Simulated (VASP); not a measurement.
**GeN: single point with PBE**

GeN:

```
CELL_PARAMETERS angstrom
-1.54750 3.83144 2.57044
1.54750 -3.83144 2.57044
1.54750 3.83144 -2.57044
ATOMIC_POSITIONS crystal
Ge 0.27054 0.60598 0.66457
Ge 0.94141 0.60598 0.33543
N 0.01172 0.26274 0.74898
N 0.51376 0.26274 0.25102
```

```
Program                : VASP 6.6.1
Task                   : single point
Functional             : PBE
Potentials or basis    : VASP PAW PBE potentials, release 64 (Ge_d, N)
Cutoff                 : 520 eV
k mesh                 : 10 × 10 × 10
Occupations            : gaussian, width 0.01 eV
Spin                   : no spin polarisation
Dipole correction      : no
Further INCAR settings : ALGO = Normal; EDIFF = 1e-06; NBANDS = 27
```

| Property | Result |
| --- | --- |
| Pressure | -0.3 GPa |
| Largest force | 0.028 eV/Å |
| Band gap on the k mesh | 0.66 eV |

Forces in eV/Å, atoms in the order of the input:
```
Ge   0.000  0.027 -0.003
Ge   0.000 -0.027 -0.003
N    0.000  0.014  0.003
N    0.000 -0.014  0.003
```

Stress tensor (GPa, compression positive):
```
-0.43  0.00  0.00
 0.00 -0.15  0.00
 0.00  0.00 -0.37
```

Levels at points of the mesh, in eV from the valence-band top:
| k point | band 15 | band 16 | band 17 | band 18 | band 19 | band 20 | band 21 | band 22 | band 23 | band 24 |
| --- | --- | --- | --- | --- | --- | --- | --- | --- | --- | --- |
| (0.00, 0.00, 0.00) | -4.39 | -4.14 | -3.74 | -2.85 | -1.29 | 2.78 | 2.86 | 4.18 | 5.70 | 6.50 |
| (0.50, 0.00, 0.00) | -4.43 | -3.81 | -3.67 | -3.28 | -0.90 | 2.25 | 3.63 | 5.32 | 5.84 | 7.43 |
| (0.00, 0.50, 0.00) | -5.25 | -4.62 | -3.90 | -2.01 | -1.65 | 2.31 | 2.32 | 4.68 | 5.84 | 6.83 |
| (0.50, 0.50, 0.00) | -6.36 | -6.32 | -3.42 | -2.38 | -1.53 | 2.70 | 3.71 | 4.57 | 7.21 | 7.44 |
| (0.50, 0.50, 0.50) | -4.59 | -3.62 | -2.73 | -1.15 | 0.00 | 0.66 | 2.16 | 5.31 | 6.34 | 7.82 |

It took 5.6 min on 1 thread of AMD EPYC 7R13, on a shared host, peak memory 0.34 GiB.

Caveat: semilocal functionals underestimate gaps, and a narrow one can read as zero. A k mesh can miss the band edges.
